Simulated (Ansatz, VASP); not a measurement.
# Rh: VASP beside Ansatz

INCAR

```
SYSTEM = Rh
PREC = Accurate
ENCUT = 520
EDIFF = 1E-6
ISMEAR = 0
SIGMA = 0.15
LREAL = .False.
LASPH = .True.
NELM = 80
ALGO = Fast
ISIF = 2
LWAVE = .False.
LCHARG = .False.
GGA = PS
NBANDS = 14
```

File KPOINTS:

```
regular mesh
0
Gamma
  24 24 24
  0 0 0
```

File POSCAR:

```
Rh
1.0
    0.0000000000      1.8420872121      2.0262959333
    1.8420872121      0.0000000000      2.0262959333
    1.8420872121      1.8420872121      0.0000000000
Rh
1
Direct
    0.0000000000      0.0000000000      0.0000000000
```

Input for Ansatz:

```yaml
crystal:
  lattice:
    - [0.0, 1.8420872121, 2.0262959333]
    - [1.8420872121, 0.0, 2.0262959333]
    - [1.8420872121, 1.8420872121, 0.0]
  atoms:
    - { symbol: Rh, position: [0.0, 0.0, 0.0] }
basis:
  ecutwfc: 420
kpoints:
  mp_grid: { grid: [24, 24, 24] }
hamiltonian:
  xc: pbesol
scf:
  occupations: { method: gaussian, width: 0.15 }
output:
  forces: true
  stress: true
  eigenvalues: true
```

Alike in both runs: task single point; functional PBEsol; k mesh 24 × 24 × 24; occupations gaussian, width 0.15 eV; no spin polarisation.

```csv
,VASP,Ansatz
version,VASP 6.6.1,Ansatz 0.2.0
potentials or method,"VASP PAW PBE potentials, release 64 (Rh_pv), cutoff 520 eV","scalar-relativistic, plane waves, PAW"
valence electrons in the cell,15,17
```

Ansatz gave:

| Quantity | Value |
| --- | --- |
| gap on the k mesh at the Fermi level (eV) | none |
| pressure (GPa) | -3.5 |
| traceless stress, the component that is largest in VASP (GPa) | -16.35 |

Problem. What did VASP give for the same quantities?

Solution. gap on the k mesh at the Fermi level (eV): none; pressure (GPa): -3.5; traceless stress, the component that is largest in VASP (GPa): -16.30.

VASP's potentials were made for PBE, not for PBEsol. A gap of «none» marks a metal or a gap that the smearing closes. VASP's potentials hold 15 valence electrons a cell and Ansatz's 17, so a difference there can come from the potentials and not from the codes.
